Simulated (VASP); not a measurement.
Ca2P:

```
Ca P
1.0
     0.00000    3.30443    3.30443
     3.30443    0.00000    3.30443
     3.30443    3.30443    0.00000
Ca P
2 1
Cartesian
  1.6522 1.6522 1.6522
  4.9566 4.9566 4.9566
  3.3044 3.3044 3.3044
```

The cell was built from a structure type or drawn by symmetry, and may not be a known phase.

| Property | Result |
| --- | --- |
| Program | VASP 6.6.1 |
| Task | relaxation of cell and atoms |
| Functional | PBE |
| Potentials or basis | VASP PAW PBE potentials, release 64 (Ca_sv, P) |
| Cutoff | 600 eV |
| k mesh | 4 × 4 × 4 |
| Occupations | gaussian, width 0.1 eV |
| Spin | no spin polarisation |

At the start: pressure 5.7 GPa; volume 24.05 Å³/atom.

Question: How do energy, volume and symmetry change on relaxing?

Answer: Over 3 steps the energy falls by 44.1 meV/atom and the volume is 26.69 Å³/atom (+10.9 %); space group Fm-3m (No. 225, to 0.1 Å) before and after.

Step by step:
| step | energy change (eV) | largest force (eV/Å) | pressure (GPa) | volume (Å³) |
| --- | --- | --- | --- | --- |
| 1 | 0.0000 | 0.0000 | 5.72 | 72.16 |
| 2 | -0.1286 | 0.0000 | -0.81 | 81.52 |
| 3 | -0.1323 | 0.0000 | 0.00 | 80.06 |

Final structure:
```cif
data_structure
_symmetry_space_group_name_H-M 'P 1'
_symmetry_Int_Tables_number 1
_cell_length_a 4.8377
_cell_length_b 4.8377
_cell_length_c 4.8377
_cell_angle_alpha 60.000
_cell_angle_beta 60.000
_cell_angle_gamma 60.000
_cell_volume 80.06
loop_
_atom_site_label
_atom_site_type_symbol
_atom_site_fract_x
_atom_site_fract_y
_atom_site_fract_z
_atom_site_occupancy
Ca1 Ca 0.25000 0.25000 0.25000 1
Ca2 Ca 0.75000 0.75000 0.75000 1
P1 P 0.50000 0.50000 0.50000 1
```

Caveat: the k points lie up to 0.40 Å⁻¹ apart in the final cell, too coarse for converged energies and pressures of a metal.
